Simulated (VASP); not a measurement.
A run of VASP 6.6.1 is set up as follows.

File INCAR:

```
PREC = Accurate
ENCUT = 520
EDIFF = 1E-6
ISMEAR = 0
SIGMA = 0.1
LREAL = False
LASPH = True
NELM = 80
ALGO = Normal
ISIF = 2
LWAVE = False
LCHARG = False
GGA = PE
NBANDS = 15
```

KPOINTS

```
regular mesh
0
Gamma
  12 12 12
```

File POSCAR:

```
Al2Pt
1.0
    0.0000000000      3.0144546000      3.0144546000
    3.0144546000      0.0000000000      3.0144546000
    3.0144546000      3.0144546000      0.0000000000
Al Pt
2 1
Direct
    0.2500000000      0.2500000000      0.2500000000
    0.7500000000      0.7500000000      0.7500000000
    0.0000000000      0.0000000000      0.0000000000
```

Potentials or basis: VASP PAW PBE potentials, release 64 (Al, Pt).

Launch:

```bash
$ cat potpaw_PBE.64/Al/POTCAR potpaw_PBE.64/Pt/POTCAR > POTCAR
$ mpirun -np 1 vasp_std > vasp.out
```

**Question.** Predict the pressure.

**Answer.** -5.0 GPa.

**Question.** Estimate the band gap on the k mesh.

**Answer.** Zero (bands 8 and 9 overlap by 5.27 eV).

Caveat: the cell differs from its parent crystal (strained); the cell stands under tension; spin-orbit coupling is left out, which moves the levels of the heavy elements.
